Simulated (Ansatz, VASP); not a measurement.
Si3C3N8 in VASP and in Ansatz

POSCAR

```
Si3C3N8
1.0
    7.0423915226     -0.0000000028      0.0000000000
   -3.5211957589      6.0988899633      0.0000000000
    0.0000000000      0.0000000000      2.6682892076
C Si N
3 3 8
Direct
    0.2366944638      0.8109222511      0.5000000000
    0.1890777489      0.4257722126      0.5000000000
    0.5742277874      0.7633055362      0.5000000000
    0.3905853112      0.2255703943      0.0000000000
    0.8349850832      0.6094146888      0.0000000000
    0.7744296057      0.1650149168      0.0000000000
    0.3333333333      0.6666666667      0.5000000000
    0.6666666667      0.3333333333      0.0000000000
    1.0023415523      0.6983309487      0.5000000000
    0.3103589817      0.9484037635      0.0000000000
    0.6380447818      0.6896410183      0.0000000000
    0.3016690513      0.3040106036      0.5000000000
    0.0515962365      0.3619552182      0.0000000000
    0.6959893964     -0.0023415523      0.5000000000
```

Contents of INCAR.step1:

```
SYSTEM = Si3C3N8
ALGO = Normal
EDIFF = 1E-4
ENCUT = 520
GGA = PE
ISMEAR = 0
LASPH = .True.
LCHARG = .False.
LREAL = .False.
LWAVE = .True.
NBANDS = 45
NELM = 100
PREC = Accurate
SIGMA = 0.01
```

File INCAR.step2:

```
SYSTEM = Si3C3N8
ALGO = Normal
EDIFF = 1E-7
ENCUT = 520
ISIF = 2
ISMEAR = 0
ISTART = 1
LASPH = .True.
LCHARG = .True.
LELF = .True.
LMIXTAU = .True.
LREAL = .False.
LVHAR = .True.
LWAVE = .False.
METAGGA = R2SCAN
NBANDS = 45
NELM = 100
PREC = Accurate
SIGMA = 0.01
```

Contents of KPOINTS:

```
k-points
0
Gamma
  6 6 10
  0 0 0
```

Input for Ansatz:

```yaml
crystal:
  lattice:
    - [7.0423915226, -2.8e-09, 0.0]
    - [-3.5211957589, 6.0988899633, 0.0]
    - [0.0, 0.0, 2.6682892076]
  atoms:
    - { symbol: C, position: [0.2366944638, 0.8109222511, 0.5] }
    - { symbol: Si, position: [0.3905853112, 0.2255703943, 0.0] }
    - { symbol: Si, position: [0.8349850832, 0.6094146888, 0.0] }
    - { symbol: C, position: [0.1890777489, 0.4257722126, 0.5] }
    - { symbol: C, position: [0.5742277874, 0.7633055362, 0.5] }
    - { symbol: Si, position: [0.7744296057, 0.1650149168, 0.0] }
    - { symbol: "N", position: [0.3333333333, 0.6666666667, 0.5] }
    - { symbol: "N", position: [0.6666666667, 0.3333333333, 0.0] }
    - { symbol: "N", position: [1.0023415523, 0.6983309487, 0.5] }
    - { symbol: "N", position: [0.3103589817, 0.9484037635, 0.0] }
    - { symbol: "N", position: [0.6380447818, 0.6896410183, 0.0] }
    - { symbol: "N", position: [0.3016690513, 0.3040106036, 0.5] }
    - { symbol: "N", position: [0.0515962365, 0.3619552182, 0.0] }
    - { symbol: "N", position: [0.6959893964, -0.0023415523, 0.5] }
kpoints:
  mp_grid: { grid: [6, 6, 10] }
  band_path:
    path:
      - [0.0, 0.0, 0.0]
      - [0.5, 0.0, 0.0]
      - [0.3333333333, 0.3333333333, 0.0]
      - [0.0, 0.0, 0.5]
      - [0.5, 0.0, 0.5]
      - [0.3333333333, 0.3333333333, 0.5]
      - [0.0, 0.0, 0.145833]
    npoints: 1
hamiltonian:
  xc: r2scan
scf:
  occupations: { method: fixed }
  n_extra_bands: 7
output:
  forces: true
  stress: true
  eigenvalues: true
  write_density: true
  write_potential: true
  elf: true
  volumetric_format: npy
```

Alike in both runs: task single point; functional r2SCAN; k mesh 6 × 6 × 10; no spin polarisation.

|  | VASP | Ansatz |
| --- | --- | --- |
| version | VASP 6.6.1 | Ansatz 0.2.0 |
| potentials or method | VASP PAW PBE potentials, release 64 (C, Si, N) | plane waves, PAW |
| plane-wave cutoff (eV) | 520 | 500 |
| occupations | gaussian, width 0.01 eV | fixed |
| valence electrons in the cell | 64 | 64 |

```csv
,VASP,Ansatz,Ansatz less VASP
gap on the k mesh at the Fermi level (eV),2.68,2.69,+0.004
pressure (GPa),0.3,0.0,-0.30
rms of the force components (eV/Å),0.033,0.001,-0.0312
```

VASP's potentials were made for PBE, not for r2SCAN.
